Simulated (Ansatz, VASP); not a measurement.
# V: VASP beside Ansatz

```
V
1.0
    -1.49214    1.49214    1.49214
     1.49214   -1.49214    1.49214
     1.49214    1.49214   -1.49214
V
1
Direct
  0.00000 0.00000 0.00000
```

Alike in both runs: functional r2SCAN; k mesh 20 × 20 × 20; occupations gaussian, width 0.1 eV; no spin polarisation.

Ansatz relaxed the structure, and its values are those at the end. VASP's run is a single point on that final structure, the one shown.

|  | VASP | Ansatz |
| --- | --- | --- |
| version | VASP 6.6.1 | Ansatz 0.2.0 |
| potentials or method | VASP PAW PBE potentials, release 64 (V_sv), cutoff 520 eV | scalar-relativistic, plane waves, PAW |
| valence electrons in the cell | 13 | 13 |

VASP gave:

```
gap on the k mesh at the Fermi level (eV) : none
pressure (GPa)                            : 0.3
```

Task: What did Ansatz give for the same quantities?

Result: gap on the k mesh at the Fermi level (eV): none; pressure (GPa): 0.0.

VASP's potentials were made for PBE, not for r2SCAN. A gap of «none» marks a metal or a gap that the smearing closes. With one functional, cell and mesh, what is left measures potentials, basis and numerics.
